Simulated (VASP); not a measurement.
Here is a VASP 6.6.1 calculation.

Contents of POSCAR:

```
Cu
1.0
    0.0000000000      1.7532750000      1.8075000000
    1.7532750000      0.0000000000      1.8075000000
    1.7532750000      1.7532750000      0.0000000000
Cu
1
Direct
    0.0000000000      0.0000000000      0.0000000000
```

Contents of INCAR.step1:

```
SYSTEM = Cu
PREC = Accurate
ENCUT = 520
ISMEAR = 0
SIGMA = 0.15
LREAL = .FALSE.
LASPH = .TRUE.
NELM = 100
NBANDS = 12
GGA = PE
ALGO = Normal
EDIFF = 1E-4
LWAVE = .TRUE.
LCHARG = .FALSE.
```

INCAR.step2

```
SYSTEM = Cu
PREC = Accurate
ENCUT = 520
EDIFF = 1E-6
ISMEAR = 0
SIGMA = 0.15
LREAL = .FALSE.
LASPH = .TRUE.
NELM = 100
ALGO = Normal
ISIF = 2
LWAVE = .FALSE.
LCHARG = .FALSE.
METAGGA = R2SCAN
LMIXTAU = .TRUE.
NBANDS = 12
ISTART = 1
```

KPOINTS

```
regular mesh
0
G
  16 16 16
  0 0 0
```

Potentials or basis: VASP PAW PBE potentials, release 64 (Cu).

The run is started by

```console
$ cat potpaw_PBE.64/Cu/POTCAR > POTCAR
$ cp INCAR.step1 INCAR
$ mpirun -np 1 vasp_std > vasp.out
$ cp INCAR.step2 INCAR
$ mpirun -np 1 vasp_std > vasp.out
```

Task: Estimate the pressure.

Result: 5.9 GPa.

Stress tensor (GPa, compression positive):
```
6.68 0.00 0.00
0.00 6.68 0.00
0.00 0.00 4.48
```

Caveat: the PAW data sets were made with another functional, which shifts forces and pressure a little.
